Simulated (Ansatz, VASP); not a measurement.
**One calculation of TaF, two programs**

```xyz
2
Lattice="3.0787 0.0000 0.0000 -1.5393 2.6662 0.0000 0.0000 0.0000 3.0028" Properties=species:S:1:pos:R:3 pbc="T T T"
Ta    0.0000    0.0000    0.0000
F     1.5393    0.8887    1.5014
```

Alike in both runs: task single point; functional PBE; k mesh 6 × 6 × 6; occupations gaussian, width 0.1 eV; no spin polarisation.

|  | VASP | Ansatz |
| --- | --- | --- |
| version | VASP 6.6.1 | Ansatz 0.2.0 |
| potentials or method | VASP PAW PBE potentials, release 64 (Ta_sv_GW, F), cutoff 700 eV | scalar-relativistic, plane waves, PAW |
| valence electrons in the cell | 20 | 20 |

```csv
,VASP,Ansatz,Ansatz less VASP
gap on the k mesh at the Fermi level (eV),none,none,-
pressure (GPa),26.2,26.8,+0.59
"traceless stress, the component that is largest in VASP (GPa)",2.71,2.63,-0.076
```

A gap of «none» marks a metal or a gap that the smearing closes.

The k mesh is coarse, so the values compare programs but aren't converged. Neither program's run includes spin-orbit coupling.
